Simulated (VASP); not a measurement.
Write the native input for VASP 6.6.1 that does the following.

| Property | Result |
| --- | --- |
| Task | single point |
| Functional | LDA |
| Potentials or basis | VASP PAW LDA potentials, release 64 (W_sv, S) |
| Cutoff | 500 eV |
| k mesh | 11 × 11 × 11 |
| Occupations | methfessel-paxton, width 0.05 eV |
| Spin | no spin polarisation |
| Dipole correction | no |
| Further INCAR settings | ALGO = Normal; EDIFF = 1e-06; NBANDS = 20 |

The structure of WS2 lies in POSCAR:

```
WS2
1.0
    1.5790000000      0.9116360000      6.1633330000
   -1.5790000000      0.9116360000      6.1633330000
    0.0000000000     -1.8232720000      6.1633330000
W S
1 2
Direct
    0.0000000000      0.0000000000      0.0000000000
    0.2497000000      0.2497000000      0.2497000000
    0.4190000000      0.4190000000      0.4190000000
```

The input as run:

INCAR

```
SYSTEM = WS2
ALGO = Normal
EDIFF = 1E-6
ENCUT = 500
GGA = CA
GGA_COMPAT = .FALSE.
ISIF = 2
ISMEAR = 1
LASPH = .TRUE.
LCHARG = .TRUE.
LELF = .TRUE.
LREAL = .FALSE.
LVHAR = .TRUE.
LWAVE = .FALSE.
NBANDS = 20
NELM = 120
PREC = Accurate
SIGMA = 0.05
```

KPOINTS

```
k-points
0
G
  11 11 11
  0 0 0
```

Potentials or basis: VASP PAW LDA potentials, release 64 (W_sv, S).

Run with:

```sh
$ cat potpaw_LDA.64/W_sv/POTCAR potpaw_LDA.64/S/POTCAR > POTCAR
$ mpirun -np 1 vasp_std > vasp.out
```

It gave:

* Pressure: -3.3 GPa
* Largest force: 0.587 eV/Å
* Band gap on the k mesh: 0.95 eV (least direct gap 2.12 eV)

Caveat: the cell stands under tension; spin-orbit coupling is left out, which moves the levels of the heavy elements.

Wall time 5 min on 1 thread of Intel Xeon 8259CL, on a shared host, peak memory 0.34 GiB.
